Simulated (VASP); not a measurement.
A run of VASP 6.6.1 is set up as follows.

The input INCAR:

```
SYSTEM = AlNi3
PREC = Accurate
ENCUT = 520
EDIFF = 1E-6
ISMEAR = 0
SIGMA = 0.15
LREAL = .False.
LASPH = .True.
NELM = 80
ALGO = Fast
ISIF = 2
LWAVE = .False.
LCHARG = .False.
GGA = PS
NBANDS = 24
```

KPOINTS

```
Automatic mesh
0
Gamma
  14 14 14
  0 0 0
```

Contents of POSCAR:

```
AlNi3
1.0
    0.0000000000      2.7984078565      2.7984078565
    2.7984078565      0.0000000000      2.7984078565
    2.7984078565      2.7984078565      0.0000000000
Al Ni
1 3
Direct
    0.5000000000      0.5000000000      0.5000000000
    0.2500000000      0.2500000000      0.2500000000
   -0.0536019078     -0.0536019078      0.0536019078
    0.7500000000      0.7500000000      0.7500000000
```

Potentials or basis: VASP PAW PBE potentials, release 64 (Al, Ni).

The run is started by

```bash
$ cat potpaw_PBE.64/Al/POTCAR potpaw_PBE.64/Ni/POTCAR > POTCAR
$ mpirun -np 1 vasp_std > vasp.out
```

(1) Predict the pressure.

(2) Estimate the band gap on the k mesh.

(3) What does it give for the largest force?

## Answers

(1) 5.7 GPa.

(2) zero (an odd number of electrons rules out a gap without spin polarisation).

(3) 2.907 eV/Å.

Caveat: the cell differs from its parent crystal (atom 3 (Ni) moved +0.300 Å towards its neighbour atom 1 (Al) at 2.798 Å); the cell stands under pressure; the PAW data sets were made with another functional, which shifts forces and pressure a little.
